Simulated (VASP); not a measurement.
# CoO (I-4m2) in VASP: a series of runs, part 2 of 2

VASP 6.6.1. The steps go on from the part before.

### 3 Single point, PBE, collinear spin, antiferromagnetic start

This run uses another cell than the first one, of 11.40 Å³/atom, 1.026 times its volume.

The input, INCAR:

```
SYSTEM = CoO
ALGO = Normal
EDIFF = 1E-7
ENCUT = 520
GGA = PE
ISIF = 2
ISMEAR = 0
ISPIN = 2
LASPH = .True.
LCHARG = .True.
LELF = .True.
LMAXMIX = 4
LORBIT = 11
LREAL = .False.
LVHAR = .True.
LWAVE = .False.
MAGMOM = 2.25 -2.25 0 0
NBANDS = 27
NELM = 150
PREC = Accurate
SIGMA = 0.05
```

The input, KPOINTS:

```
k-points
0
Gamma
  12 12 6
  0 0 0
```

The input, POSCAR:

```
CoO
1.0
    0.0000000000      2.2696811954      2.2696811954
    4.4266367753      2.2696811954      2.2696811954
    4.4266367753      4.5393623907      0.0000000000
Co O
2 2
Direct
    0.0000000000      0.0000000000      0.0000000000
    0.0000000000      0.0000000000      0.5000000000
    0.2500003573      0.2499996427      0.0000000000
    0.2499996427      0.2500003573      0.5000000000
```

Potentials or basis: VASP PAW PBE potentials, release 64 (Co, O).

The run is started by

```console
$ cat potpaw_PBE.64/Co/POTCAR potpaw_PBE.64/O/POTCAR > POTCAR
$ mpirun -np 1 vasp_std > vasp.out
```

OUTCAR:

```text
SYSTEM = CoO
   EDIFF = 1E-7
   ENCUT = 520
   GGA = PE
   ISIF = 2
   ISMEAR = 0
   ISPIN = 2
   LASPH = .True.
   LORBIT = 11
   LREAL = .False.
   NELM = 150
   PREC = Accurate

 ion  position               nearest neighbor table
   1  0.000  0.000  0.000-   4 1.95   4 1.95   3 1.95   3 1.95
   2  0.000  0.000  0.500-   3 1.95   3 1.95   4 1.95   4 1.95
   3  0.250  0.250  0.000-   1 1.95   1 1.95   2 1.95   2 1.95
   4  0.250  0.250  0.500-   1 1.95   1 1.95   2 1.95   2 1.95

  LATTYP: Found a simple tetragonal cell.
 ALAT       =     3.2098139288
 C/A-ratio  =     1.3790945125

  Lattice vectors:

 A1 = (   0.0000000000,  -2.2696811954,  -2.2696811954)
 A2 = (   0.0000000000,   2.2696811953,  -2.2696811954)
 A3 = (   4.4266367753,   0.0000000000,   0.0000000000)

Analysis of symmetry for initial positions (statically):
=====================================================================
 Subroutine PRICEL returns following result:

  LATTYP: Found a body centered tetragonal cell.
 ALAT       =     3.2098139287
 C/A-ratio  =     1.3790945125
[... 12 lines left out ...]
 Subroutine GETGRP returns: Found  8 space group operations
 (whereof  8 operations were pure point group operations)
 out of a pool of 16 trial point group operations.

The static configuration has the point symmetry D_2d.

Analysis of symmetry for dynamics (positions and initial velocities):
=====================================================================
 Subroutine PRICEL returns following result:

  LATTYP: Found a body centered tetragonal cell.
 ALAT       =     3.2098139287
 C/A-ratio  =     1.3790945125
[... 12 lines left out ...]
 Subroutine GETGRP returns: Found  8 space group operations
 (whereof  8 operations were pure point group operations)
 out of a pool of 16 trial point group operations.

The dynamic configuration has the point symmetry D_2d.

Analysis of structural, dynamic, and magnetic symmetry:
=====================================================================
 Subroutine PRICEL returns following result:

  LATTYP: Found a body centered tetragonal cell.
 ALAT       =     3.2098139287
 C/A-ratio  =     1.3790945125
[... 12 lines left out ...]
 Subroutine GETGRP returns: Found  8 space group operations
 (whereof  8 operations were pure point group operations)
 out of a pool of 16 trial point group operations.

The overall configuration has the point symmetry D_2d.

 Subroutine INISYM returns: Found  8 space group operations
 (whereof  8 operations are pure point group operations),
 and found     2 'primitive' translations

----------------------------------------------------------------------------------------

                                     Primitive cell

  volume of cell :      22.8036

  direct lattice vectors                    reciprocal lattice vectors
    -2.213318388 -0.000000000 -2.269681195    -0.225905140  0.220295256 -0.220295256
    -2.213318388  0.000000000  2.269681195    -0.225905140  0.220295256  0.220295256
     2.213318388  2.269681195  0.000000000     0.000000000  0.440590512 -0.000000000

  length of vectors
     3.170209932  3.170209932  3.170209932     0.384828705  0.384828705  0.440590512

  position of ions in fractional coordinates (direct lattice)
     0.000000000  0.000000000  0.000000000
     0.750000357  0.250000357  0.500000000

  ion indices of the primitive-cell ions
[... 70 lines left out ...]
   LNONCOLLINEAR =      F non collinear calculations
   LSORBIT =      F    spin-orbit coupling
   LASPH  =      T    aspherical Exc in radial PAW
   ENCUT  =  520.0 eV  38.22 Ry    6.18 a.u.   5.97 10.17 11.79*2*pi/ulx,y,z
   NELM   =    150;   NELMIN=  2; NELMDL= -5     # of ELM steps
   EDIFF  = 0.1E-06   stopping-criterion for ELM
   LREAL  =      F    real-space projection
   EDIFFG = 0.1E-05   stopping-criterion for IOM
   NSW    =      0    number of steps for IOM
   IBRION =     -1    ionic relax: 0-MD 1-quasi-New 2-CG
   NFREE  =      0    steps in history (QN), initial steepest desc. (CG)
   ISIF   =      2    stress and relaxation
   ISYM   =      2    0-nonsym 1-usesym 2-fastsym
   POTIM  = 0.5000    time-step for ionic-motion
   TEBEG  =    0.0;   TEEND  =   0.0 temperature during run
   PSTRESS=    0.0 pullay stress
   NELECT =      30.0000    total number of electrons
   NUPDOWN=      -1.0000    fix difference up-down
   EMIN   =  10.00;   EMAX   =-10.00  energy-range for DOS
   EFERMI =   0.00;   METHOD = LEGACY
   ISMEAR =     0;   SIGMA  =   0.05  broadening in eV -4-tet -1-fermi 0-gaus
   EFERMI_NEDOS =   21; number of points for ismear=-14 and -15
   IALGO  =     38    algorithm
   IMIX   =      4    mixing-type and parameters
     AMIX     =   0.40;   BMIX     =  1.00
     AMIX_MAG =   1.60;   BMIX_MAG =  1.00
  volume/ion in A,a.u.               =      11.40        76.94
  Fermi-wavevector in a.u.,A,eV,Ry     =   1.423762  2.690520 27.580344  2.027098
  Thomas-Fermi vector in A             =   2.544325
   LORBIT       =     11    0 simple, 1 ext, 2 COOP (PROOUT), +10 PAW based schemes
   GGA     = PE    functional components
   LHFCALC =     F    Hartree Fock is set to
   AEXX    =    0.0000 exact exchange contribution
   IVDW    =     0    specifies the selected vdW correction
   LEPSILON=     F    determine dielectric tensor
   LRPA    =     F    only Hartree local field effects (RPA)
 spin polarized calculation
 Gauss-broadening in eV      SIGMA  =   0.05
  energy-cutoff  :      520.00
  volume of cell :       45.61
 maximum number of plane-waves:      1246
   NGX = 11   NGY = 21   NGZ = 23

 number of electron      30.0000000 magnetization      -0.0000000

 number of electron      30.0000009 magnetization       0.0000000

 Free energy of the ion-electron system (eV)
  ---------------------------------------------------
  ext. energy  EPLUGINS =         0.00000000
  ---------------------------------------------------
  free energy    TOTEN  =       -26.91848781 eV

  energy without entropy =      -26.91672262  energy(sigma->0) =      -26.91760521

 E-fermi :   6.3644     XC(G=0): -11.2046

 val. band max:        6.3608191877   @ k =   0.4167  -0.0833   0.3333
 cond. band min:       6.3747068146   @ k =   0.5000   0.4167   0.3333
 fundamental gap:      0.0138876269
 Fermi energy:         6.3644261358

 spin component 1

 k-point     1 :       0.0000    0.0000    0.0000
  band No.  band energies     occupation
      1     -13.7286      1.00000
      2     -12.8742      1.00000
      3      -0.7365      1.00000
      4       0.3342      1.00000
      5       0.3343      1.00000
      6       0.4251      1.00000
[... 709 lines left out ...]
     26      20.4705      0.00000
     27      24.6797      0.00000

 [... further k-points ...]

 spin component 2

 k-point     1 :       0.0000    0.0000    0.0000
  band No.  band energies     occupation
      1     -13.7286      1.00000
      2     -12.8742      1.00000
      3      -0.7365      1.00000
      4       0.3343      1.00000
      5       0.3343      1.00000
      6       0.4251      1.00000
[... 709 lines left out ...]
     26      20.4705      0.00000
     27      24.6797      0.00000

 [... further k-points ...]
[... 5 lines left out ...]
  --------------------------------------------------------------------------------------
  -------------------------------------------------------------------------------------
  Total       -0.2558799     -0.2722300     -0.2722300      0.0000000     -0.0000000     -0.0000000
  in kB       -8.9890377     -9.5634154     -9.5634154      0.0000000     -0.0000000     -0.0000000
  external PRESSURE =      -9.3719562 kB  Pullay stress =       0.0000000 kB

 VOLUME and BASIS-vectors are now :
 -----------------------------------------------------------------------------
  energy-cutoff  :      520.00
  volume of cell :       45.61
      direct lattice vectors                 reciprocal lattice vectors
     0.000000000  2.269681195  2.269681195    -0.225905140  0.220295256  0.220295256
     4.426636775  2.269681195  2.269681195     0.225905140 -0.220295256  0.220295256
     4.426636775  4.539362391  0.000000000     0.000000000  0.220295256 -0.220295256

 POSITION                                       TOTAL-FORCE (eV/Angst)
 -----------------------------------------------------------------------------------
      0.00000      0.00000      0.00000        -0.000000     -0.000000     -0.000000
      2.21332      2.26968      0.00000        -0.000000     -0.000000     -0.000000
      1.10666      1.13484      1.13484         0.000000      0.000000      0.000000
      3.31998      3.40452      1.13484        -0.000000      0.000000      0.000000
 -----------------------------------------------------------------------------------
    total drift:                               -0.000017      0.000002     -0.000011

  FREE ENERGIE OF THE ION-ELECTRON SYSTEM (eV)
  ---------------------------------------------------
  free  energy   TOTEN  =       -26.9184878055 eV

  energy  without entropy=      -26.9167226217  energy(sigma->0) =      -26.91760521

 total charge

# of ion       s       p       d       tot
------------------------------------------
    1        0.350   0.447   7.220   8.017
    2        0.350   0.447   7.220   8.017
    3        1.552   3.439   0.000   4.991
    4        1.552   3.439   0.000   4.991
--------------------------------------------------
tot          3.804   7.772  14.440  26.017

 magnetization (x)

# of ion       s       p       d       tot
------------------------------------------
    1        0.008   0.047   2.137   2.192
    2       -0.008  -0.047  -2.137  -2.192
    3        0.000   0.000   0.000   0.000
    4        0.000   0.000   0.000   0.000
--------------------------------------------------
tot          0.000   0.000   0.000   0.000
```

OSZICAR:

```text
N       E                     dE             d eps       ncg     rms          rms(c)
DAV:   1     0.250987006064E+03    0.25099E+03   -0.13481E+04 10904   0.130E+03
DAV:   2    -0.507258375306E+01   -0.25606E+03   -0.22887E+03 11194   0.311E+02
DAV:   3    -0.316110217734E+02   -0.26538E+02   -0.25213E+02 11894   0.115E+02
DAV:   4    -0.321999087185E+02   -0.58889E+00   -0.58652E+00 12144   0.175E+01
DAV:   5    -0.322193190027E+02   -0.19410E-01   -0.19407E-01 14472   0.299E+00    0.228E+01
DAV:   6    -0.319184755207E+02    0.30084E+00   -0.45759E+01 13773   0.949E+01    0.307E+01
DAV:   7    -0.267414453682E+02    0.51770E+01   -0.20506E+01 11682   0.892E+01    0.105E+01
DAV:   8    -0.269875075733E+02   -0.24606E+00   -0.20589E+00 13681   0.113E+01    0.622E+00
DAV:   9    -0.268755505617E+02    0.11196E+00   -0.37359E-01 16452   0.999E+00    0.195E+00
DAV:  10    -0.269243277397E+02   -0.48777E-01   -0.13628E-01 14697   0.382E+00    0.106E+00
DAV:  11    -0.269179975887E+02    0.63302E-02   -0.21556E-02 14859   0.189E+00    0.304E-01
DAV:  12    -0.269185109182E+02   -0.51333E-03   -0.68953E-03 13709   0.684E-01    0.111E-01
DAV:  13    -0.269184602921E+02    0.50626E-04   -0.23257E-04 14347   0.235E-01    0.551E-02
DAV:  14    -0.269184777538E+02   -0.17462E-04   -0.14281E-04 13707   0.138E-01    0.395E-02
DAV:  15    -0.269184859755E+02   -0.82217E-05   -0.30641E-05 12255   0.820E-02    0.208E-02
DAV:  16    -0.269184876017E+02   -0.16263E-05   -0.87478E-06 14617   0.511E-02    0.402E-03
DAV:  17    -0.269184878200E+02   -0.21822E-06   -0.18472E-06 11729   0.943E-03    0.201E-03
DAV:  18    -0.269184878055E+02    0.14493E-07   -0.98183E-08  8419   0.325E-03
   1 F= -.26918488E+02 E0= -.26917605E+02  d E =-.176518E-02  mag=     0.0000
```

It took 7.8 min on 1 thread of Intel Xeon Platinum 8259CL at 2.50GHz (Skylake/Cascade Lake), shared host; peak memory 0.36 GiB.

What came out:

* Free energy: -26.9185 eV
* Pressure: -0.9 GPa
* Band gap on the k mesh: zero (filled and empty bands overlap)
* Net moment: 0.00 μB per cell
* Site moments: Co +2.19, -2.19; O +0.00 μB
* Valence electrons inside the program's atomic spheres: Co 8.02; O 4.99

Levels at points of the mesh, in eV from the Fermi level:
Spin up:
```tsv
k point	band 11	band 12	band 13	band 14	band 15	band 16	band 17	band 18	band 19	band 20
(0.00, 0.00, 0.00)	-1.94	-1.18	-1.18	-0.81	-0.58	0.12	1.46	1.77	1.77	5.45
(0.50, 0.00, 0.00)	-1.89	-1.46	-1.32	-0.70	-0.28	0.64	1.14	1.39	5.48	5.84
(0.50, 0.50, 0.00)	-1.96	-1.91	-1.60	-0.59	-0.52	-0.03	-0.03	0.71	5.46	5.46
(0.00, 0.00, 0.50)	-2.06	-1.92	-1.42	-0.65	0.09	0.53	0.54	1.46	5.23	5.52
(0.50, 0.00, 0.50)	-2.69	-1.90	-1.66	-0.57	-0.07	-0.06	0.04	0.78	7.16	7.16
(0.00, 0.50, 0.50)	-2.12	-0.84	-0.80	-0.80	-0.07	1.28	1.54	1.55	2.97	3.11
```
Spin down:
| k point | band 12 | band 13 | band 14 | band 15 | band 16 | band 17 | band 18 | band 19 |
| --- | --- | --- | --- | --- | --- | --- | --- | --- |
| (0.00, 0.00, 0.00) | -1.18 | -1.18 | -0.81 | -0.58 | 0.12 | 1.46 | 1.77 | 1.77 |
| (0.50, 0.00, 0.00) | -1.46 | -1.32 | -0.70 | -0.28 | 0.64 | 1.14 | 1.39 | 5.48 |
| (0.50, 0.50, 0.00) | -1.91 | -1.60 | -0.59 | -0.52 | -0.03 | -0.03 | 0.71 | 5.46 |
| (0.00, 0.00, 0.50) | -1.92 | -1.42 | -0.65 | 0.09 | 0.53 | 0.54 | 1.46 | 5.23 |
| (0.50, 0.00, 0.50) | -1.90 | -1.66 | -0.57 | -0.07 | -0.06 | 0.04 | 0.78 | 7.16 |
| (0.00, 0.50, 0.50) | -0.84 | -0.80 | -0.80 | -0.07 | 1.28 | 1.54 | 1.55 | 2.97 |

Caveat: semilocal functionals often make such compounds metallic where correlation or magnetic order opens a gap, which also shifts bond lengths.

### 4 Single point, PBE, collinear spin, antiferromagnetic start

This run uses another cell than the first one, of 11.68 Å³/atom, 1.051 times its volume.

The input, INCAR:

```
SYSTEM = CoO
  ALGO = Normal
  EDIFF = 1E-7
  ENCUT = 520
  GGA = PE
  ISIF = 2
  ISMEAR = 0
  ISPIN = 2
  LASPH = .True.
  LCHARG = .True.
  LELF = .True.
  LMAXMIX = 4
  LORBIT = 11
  LREAL = .False.
  LVHAR = .True.
  LWAVE = .False.
  MAGMOM = 2.24 -2.24 0 0
  NBANDS = 27
  NELM = 150
  PREC = Accurate
  SIGMA = 0.05
```

KPOINTS is that of step 3.

The input, POSCAR:

```
CoO
1.0
    0.0000000000      2.2656800383      2.2656800383
    4.5487646345      2.2656800383      2.2656800383
    4.5487646345      4.5313600767     -0.0000000001
Co O
2 2
Direct
    0.0000000000      0.0000000000      0.0000000000
    0.0000000000      0.0000000000      0.5000000000
    0.2500006561      0.2499993439      0.0000000000
    0.2499993439      0.2500006561      0.5000000000
```

The run is started by

```console
$ cat potpaw_PBE.64/Co/POTCAR potpaw_PBE.64/O/POTCAR > POTCAR
$ mpirun -np 1 vasp_std > vasp.out
```

Wall time 8 min (1 thread of Oxide Virtual Turin-like, shared host); peak memory 0.33 GiB.

It converged, with:

| Quantity | Value |
| --- | --- |
| Free energy | -26.9011 eV |
| Pressure | -3.6 GPa |
| Band gap on the k mesh | zero (filled and empty bands overlap) |
| Net moment | 0.00 μB per cell |
| Site moments | Co +2.23, -2.23; O +0.00 μB |
| Valence electrons inside the program's atomic spheres | Co 7.97; O 4.98 |

Stress tensor (GPa, compression positive):
```
-4.34  0.00  0.00
 0.00 -3.21  0.00
 0.00  0.00 -3.21
```

Levels at points of the mesh, in eV from the Fermi level:
Spin up:
| k point | band 11 | band 12 | band 13 | band 14 | band 15 | band 16 | band 17 | band 18 | band 19 | band 20 |
| --- | --- | --- | --- | --- | --- | --- | --- | --- | --- | --- |
| (0.00, 0.00, 0.00) | -1.99 | -1.21 | -1.21 | -0.78 | -0.63 | 0.08 | 1.39 | 1.76 | 1.76 | 5.38 |
| (0.50, 0.00, 0.00) | -1.87 | -1.48 | -1.42 | -0.65 | -0.28 | 0.69 | 1.10 | 1.40 | 5.37 | 5.73 |
| (0.50, 0.50, 0.00) | -2.04 | -1.87 | -1.63 | -0.55 | -0.51 | 0.04 | 0.04 | 0.72 | 5.36 | 5.36 |
| (0.00, 0.00, 0.50) | -2.02 | -1.88 | -1.50 | -0.62 | 0.04 | 0.51 | 0.56 | 1.46 | 5.17 | 5.47 |
| (0.50, 0.00, 0.50) | -2.68 | -1.85 | -1.64 | -0.51 | -0.04 | -0.03 | -0.03 | 0.78 | 7.02 | 7.02 |
| (0.00, 0.50, 0.50) | -2.08 | -0.84 | -0.84 | -0.80 | -0.14 | 1.18 | 1.54 | 1.54 | 2.82 | 2.98 |
Spin down:
```tsv
k point	band 11	band 12	band 13	band 14	band 15	band 16	band 17	band 18	band 19	band 20
(0.00, 0.00, 0.00)	-1.99	-1.21	-1.21	-0.78	-0.63	0.08	1.39	1.76	1.76	5.38
(0.50, 0.00, 0.00)	-1.87	-1.48	-1.42	-0.65	-0.28	0.69	1.10	1.40	5.37	5.73
(0.50, 0.50, 0.00)	-2.04	-1.87	-1.63	-0.55	-0.51	0.04	0.04	0.72	5.36	5.36
(0.00, 0.00, 0.50)	-2.02	-1.88	-1.50	-0.62	0.04	0.51	0.56	1.46	5.17	5.47
(0.50, 0.00, 0.50)	-2.68	-1.85	-1.64	-0.51	-0.04	-0.03	-0.03	0.78	7.02	7.02
(0.00, 0.50, 0.50)	-2.08	-0.84	-0.84	-0.80	-0.14	1.18	1.54	1.54	2.82	2.98
```

Caveat: semilocal functionals often make such compounds metallic where correlation or magnetic order opens a gap, which also shifts bond lengths. With open d or f shells a metallic result of PBE can be an artefact of self-interaction; +U or a hybrid may open a gap.

### 5 The runs side by side

```csv
cell,gap on the mesh (eV),pressure (GPa),moment (μB)
"a = 3.189, b = 5.409, c = 6.279 Å, angles 30.5, 59.5, 53.9°, 4 atoms",none,2.5,0.00
"a = 3.210, b = 5.468, c = 6.340 Å, angles 30.4, 59.6, 54.1°, 4 atoms",none,-0.9,0.00
"a = 3.204, b = 5.564, c = 6.421 Å, angles 29.9, 60.1, 54.8°, 4 atoms",none,-3.6,0.00
```

Alike in all rows: task single point; level PBE; potentials or basis VASP PAW PBE potentials, release 64 (Co, O); spin collinear, antiferromagnetic start; k mesh 12 × 12 × 6; cutoff (eV) 520; smearing gaussian 0.05 eV.

Caveats: semilocal functionals often make such compounds metallic where correlation or magnetic order opens a gap, which also shifts bond lengths.

Total energies depend on the potentials used, so only differences within one code and one set of settings carry meaning.
